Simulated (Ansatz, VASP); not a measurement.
## SnF5 in VASP and in Ansatz

The input INCAR:

```
PREC = Accurate
ENCUT = 600
EDIFF = 1E-6
ISMEAR = 0
SIGMA = 0.1
LREAL = False
LASPH = True
NELM = 80
ALGO = Fast
ISIF = 3
LWAVE = False
LCHARG = False
GGA = PE
IBRION = 2
NSW = 90
EDIFFG = -0.04
```

KPOINTS

```
Automatic mesh
0
Gamma
  6 6 4
```

Contents of POSCAR:

```
SnF5
1.0
    5.3088191600      0.0000000000      0.0000000000
   -2.6544095800      4.5975722500      0.0000000000
    0.0000000000      0.0000000000      4.6971760600
Sn F
1 5
Direct
    0.0000000000      0.0000000000      0.5000000000
    0.0000000000      0.6075096100      0.0000000000
    0.6075096100      0.0000000000      0.0000000000
    0.3924903900      0.3924903900      0.0000000000
    0.6666666700      0.3333333300      0.5000000000
    0.3333333300      0.6666666700      0.5000000000
```

Input for Ansatz:

```yaml
crystal:
  lattice:
    - [5.30881916, 0.0, 0.0]
    - [-2.65440958, 4.59757225, 0.0]
    - [0.0, 0.0, 4.69717606]
  atoms:
    - { symbol: Sn, position: [0.0, 0.0, 0.5] }
    - { symbol: F, position: [0.0, 0.60750961, 0.0] }
    - { symbol: F, position: [0.60750961, 0.0, 0.0] }
    - { symbol: F, position: [0.39249039, 0.39249039, 0.0] }
    - { symbol: F, position: [0.66666667, 0.33333333, 0.5] }
    - { symbol: F, position: [0.33333333, 0.66666667, 0.5] }
basis:
  ecutwfc: 420
kpoints:
  mp_grid: { grid: [6, 6, 4] }
hamiltonian:
  xc: pbe
scf:
  occupations: { method: gaussian, width: 0.1 }
  lower_state_search: "off"
output:
  forces: true
  stress: true
  eigenvalues: true
relax:
  adjacent_minimum: "off"
  f_tol: 0.04
  max_steps: 70
  cell: { stress_tol: 0.4 }
```

Change from the starting cell: species swapped into the CaMg5 type (P-62m, No. 189).

Alike in both runs: task relaxation of cell and atoms; functional PBE; k mesh 6 × 6 × 4; occupations gaussian, width 0.1 eV; no spin polarisation.

|  | VASP | Ansatz |
| --- | --- | --- |
| version | VASP 6.6.1 | Ansatz 0.2.0 |
| potentials or method | VASP PAW PBE potentials, release 64 (Sn_d, F), cutoff 600 eV | scalar-relativistic, plane waves, PAW |
| valence electrons in the cell | 49 | 49 |

|  | VASP | Ansatz | Ansatz less VASP |
| --- | --- | --- | --- |
| gap on the k mesh at the Fermi level, each at its own relaxed structure (eV) | none | none | - |
| relaxed volume (Å³/atom) | 10.91 | 11.04 | +0.130 |
| relaxed length of the cell vector where the two differ most in proportion (Å) | 4.722 | 4.777 | +0.0548 |

A gap of «none» marks a metal or a gap that the smearing closes.

Noted on VASP's run: the volume moved by over 15 % at a fixed basis, so the end points are rough.
